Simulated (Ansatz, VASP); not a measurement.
**One calculation of Sc3Cu2, two programs**

The input INCAR:

```
PREC = Accurate
ENCUT = 520
EDIFF = 1E-7
ISMEAR = 0
SIGMA = 0.1
LREAL = False
LASPH = True
NELM = 150
ALGO = Fast
ISIF = 2
LWAVE = False
LCHARG = False
ISPIN = 2
MAGMOM = 1 1 1 0 0
LORBIT = 11
LMAXMIX = 4
GGA = PE
NBANDS = 40
```

Contents of KPOINTS:

```
Automatic mesh
0
Gamma
  6 6 4
```

Contents of POSCAR:

```
Sc3Cu2
1.0
    4.5225298152      0.0000000000      0.0000000000
   -2.2612649076      3.9166257093      0.0000000000
    0.0000000000      0.0000000000      5.6085931537
Sc Cu
3 2
Direct
    0.0000000000      0.0000000000      0.0000000000
    0.3333333333      0.6666666667      0.6580157154
    0.6666666667      0.3333333333      0.3419842846
    0.3333333333      0.6666666667      0.1419839609
    0.6666666667      0.3333333333      0.8580160391
```

Input for Ansatz:

```yaml
crystal:
  lattice:
    - [4.5225298152, 0.0, 0.0]
    - [-2.2612649076, 3.9166257093, 0.0]
    - [0.0, 0.0, 5.6085931537]
  atoms:
    - { symbol: Sc, position: [0.0, 0.0, 0.0], spin: 1.0 }
    - { symbol: Sc, position: [0.3333333333, 0.6666666667, 0.6580157154], spin: 1.0 }
    - { symbol: Sc, position: [0.6666666667, 0.3333333333, 0.3419842846], spin: 1.0 }
    - { symbol: Cu, position: [0.3333333333, 0.6666666667, 0.1419839609] }
    - { symbol: Cu, position: [0.6666666667, 0.3333333333, 0.8580160391] }
basis:
  ecutwfc: 420
kpoints:
  mp_grid: { grid: [6, 6, 4] }
hamiltonian:
  xc: pbe
scf:
  occupations: { method: gaussian, width: 0.1 }
  lower_state_search: "off"
output:
  forces: true
  stress: true
  eigenvalues: true
  populations: true
magnetization:
  spin_polarized: true
```

Change from the starting cell: species swapped into the Al3Pd2 type (P-3m1, No. 164).

Alike in both runs: task single point; functional PBE; k mesh 6 × 6 × 4; occupations gaussian, width 0.1 eV; collinear spin.

```csv
,VASP,Ansatz
version,VASP 6.6.1,Ansatz 0.2.0
potentials or method,"VASP PAW PBE potentials, release 64 (Sc_sv, Cu), cutoff 520 eV","scalar-relativistic, plane waves, PAW"
valence electrons in the cell,55,71
```

|  | VASP | Ansatz | Ansatz less VASP |
| --- | --- | --- | --- |
| gap on the k mesh at the Fermi level (eV) | none | none | - |
| pressure (GPa) | 0.4 | 0.1 | -0.28 |
| rms of the force components (eV/Å) | 0.011 | 0.003 | -0.0082 |
| net moment per atom (μB) | 0.00 | 0.00 | 0.000 |

Atom by atom the forces differ by 0.008 eV/Å (rms over components). A gap of «none» marks a metal or a gap that the smearing closes. VASP's potentials hold 55 valence electrons a cell and Ansatz's 71, so a difference there can come from the potentials and not from the codes. Ansatz's warnings: seeded moment not kept.
